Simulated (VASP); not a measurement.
Input of a VASP 6.6.1 run:

INCAR

```
PREC = Accurate
ENCUT = 600
EDIFF = 1E-6
ISMEAR = -1
SIGMA = 0.05
LREAL = F
LASPH = T
NELM = 100
ALGO = Normal
ISIF = 3
LWAVE = F
LCHARG = F
GGA = PE
IVDW = 12
IBRION = 2
NSW = 80
EDIFFG = -0.005
```

KPOINTS

```
regular mesh
0
Gamma
  11 11 11
```

Contents of POSCAR:

```
Ag
1.0
    0.0000000000      2.0427500000      2.0427500000
    2.0427500000      0.0000000000      2.0427500000
    2.0427500000      2.0427500000      0.0000000000
Ag
1
Direct
    0.0000000000      0.0000000000      0.0000000000
```

Potentials or basis: VASP PAW PBE potentials, release 64 (Ag).

Command:

```sh
$ cat potpaw_PBE.64/Ag/POTCAR > POTCAR
$ mpirun -np 1 vasp_std > vasp.out
```

(1) Estimate the space group after relaxing (to 0.05 Å).

(2) Estimate the relaxed volume.

(3) What does it give for the relaxed cell?

Results:

(1) Fm-3m (No. 225).

(2) 16.81 Å³/atom.

(3) a = 2.876 Å, b = 2.876 Å, c = 2.876 Å, α = 60.00°, β = 60.00°, γ = 60.00°.

Caveat: pairwise dispersion overbinds metals, which lowers pressure and volume.
